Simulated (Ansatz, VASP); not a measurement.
# HgTe: VASP beside Ansatz

File INCAR:

```
PREC = Accurate ; ENCUT = 520
EDIFF = 1E-6 ; ISMEAR = 0
SIGMA = 0.15 ; LREAL = False
LASPH = True ; NELM = 60
ALGO = Normal ; ISIF = 2
LWAVE = False ; LCHARG = False
GGA = CA ; NBANDS = 16
```

The input KPOINTS:

```
regular mesh
0
Gamma
  18 18 18
```

The input POSCAR:

```
HgTe
1.0
   -3.0873287741      3.0873287741      1.5175434582
    3.0873287741     -3.0873287741      1.5175434582
    3.0873287741      3.0873287741     -1.5175434582
Hg Te
1 1
Direct
    0.2500000000      0.7500000000      0.5000000000
    0.0000000000      0.0000000000      0.0000000000
```

Input for Ansatz:

```yaml
crystal:
  lattice:
    - [-3.0873287741, 3.0873287741, 1.5175434582]
    - [3.0873287741, -3.0873287741, 1.5175434582]
    - [3.0873287741, 3.0873287741, -1.5175434582]
  atoms:
    - { symbol: Hg, position: [0.25, 0.75, 0.5] }
    - { symbol: Te, position: [0.0, 0.0, 0.0] }
basis:
  ecutwfc: 420
kpoints:
  mp_grid: { grid: [18, 18, 18] }
hamiltonian:
  xc: lda
scf:
  occupations: { method: gaussian, width: 0.15 }
output:
  forces: true
  stress: true
  eigenvalues: true
  write_density: true
  write_potential: true
  elf: true
  volumetric_format: npy
```

Alike in both runs: task single point; functional LDA; k mesh 18 × 18 × 18; occupations gaussian, width 0.15 eV; no spin polarisation.

|  | VASP | Ansatz |
| --- | --- | --- |
| version | VASP 6.6.1 | Ansatz 0.2.0 |
| potentials or method | VASP PAW LDA potentials, release 64 (Hg, Te), cutoff 520 eV | scalar-relativistic, plane waves, PAW |
| valence electrons in the cell | 18 | 36 |

|  | VASP | Ansatz | Ansatz less VASP |
| --- | --- | --- | --- |
| gap on the k mesh at the Fermi level (eV) | none | none | - |
| pressure (GPa) | -4.4 | -4.6 | -0.20 |
| traceless stress, the component that is largest in VASP (GPa) | 2.27 | 2.20 | -0.072 |

LDA's correlation is that of Perdew and Zunger in VASP and of Perdew and Wang (1992) in Ansatz. A gap of «none» marks a metal or a gap that the smearing closes. VASP's potentials hold 18 valence electrons a cell and Ansatz's 36, so a difference there can come from the potentials and not from the codes.

Spin-orbit coupling is off throughout.
